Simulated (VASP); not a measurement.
Write the native input for VASP 6.6.1 that does the following.

* Task: single point
* Functional: r2SCAN
* Potentials or basis: VASP PAW PBE potentials, release 64 (Pb_d, O)
* Cutoff: 520 eV
* k mesh: 9 × 9 × 4
* Occupations: fermi-dirac, width 0.02 eV
* Spin: no spin polarisation
* Dipole correction: no
* Further INCAR settings: ALGO = Normal; EDIFF = 1e-06; NBANDS = 28

The system is PbO.

```
CELL_PARAMETERS angstrom
3.63641 0.00000 0.00000
-1.81820 3.14922 0.00000
0.00000 0.00000 6.59701
ATOMIC_POSITIONS crystal
Pb 0.00000 0.00000 0.00000
Pb 0.00000 0.00000 0.50000
O 0.33333 0.66667 0.25000
O 0.66667 0.33333 0.75000
```

This cell differs from its parent crystal: volume changed by +6%.

These files were run (other wordings do the same):

POSCAR

```
PbO
1.0
    3.6364067897      0.0000000000      0.0000000000
   -1.8182033949      3.1492206584      0.0000000000
    0.0000000000      0.0000000000      6.5970067535
Pb O
2 2
Direct
    0.0000000000      0.0000000000      0.0000000000
    0.0000000000      0.0000000000      0.5000000000
    0.3333333333      0.6666666667      0.2500000000
    0.6666666667      0.3333333333      0.7500000000
```

INCAR.step1

```
PREC     = Accurate       # precision mode
ENCUT    = 520            # plane-wave cutoff, eV
ISMEAR   = -1             # smearing method
SIGMA    = 0.02           # smearing width, eV
LREAL    = F              # projectors in reciprocal space
LASPH    = T              # aspherical terms in the spheres
NELM     = 100            # most SCF steps
NBANDS   = 28             # bands
GGA      = PE             # functional
ALGO     = Normal         # electronic algorithm
EDIFF    = 1E-4           # SCF threshold, eV
LWAVE    = T              # write WAVECAR
LCHARG   = F              # write CHGCAR
```

INCAR.step2

```
PREC     = Accurate       # precision mode
ENCUT    = 520            # plane-wave cutoff, eV
EDIFF    = 1E-6           # SCF threshold, eV
ISMEAR   = -1             # smearing method
SIGMA    = 0.02           # smearing width, eV
LREAL    = F              # projectors in reciprocal space
LASPH    = T              # aspherical terms in the spheres
NELM     = 100            # most SCF steps
ALGO     = Normal         # electronic algorithm
ISIF     = 2              # what is computed and relaxed
LWAVE    = F              # write WAVECAR
LCHARG   = F              # write CHGCAR
METAGGA  = R2SCAN         # meta-GGA
LMIXTAU  = T            
NBANDS   = 28             # bands
ISTART   = 1
```

KPOINTS

```
Automatic mesh
0
Gamma
  9 9 4
```

Potentials or basis: VASP PAW PBE potentials, release 64 (Pb_d, O).

The run is started by

```bash
$ cat potpaw_PBE.64/Pb_d/POTCAR potpaw_PBE.64/O/POTCAR > POTCAR
$ cp INCAR.step1 INCAR
$ mpirun -np 1 vasp_std > vasp.out
$ cp INCAR.step2 INCAR
$ mpirun -np 1 vasp_std > vasp.out
```

It gave:

| Quantity | Value |
| --- | --- |
| Pressure | -4.9 GPa |
| Band gap on the k mesh | 0.22 eV, direct |

Caveat: the PAW data sets were made with another functional, which shifts forces and pressure a little; spin-orbit coupling is left out, which moves the levels of the heavy elements.

Run time: 4.9 min on 1 thread of Intel(R) Xeon(R) 6975P-C (Granite Rapids), on a shared host, peak memory 0.23 GiB.
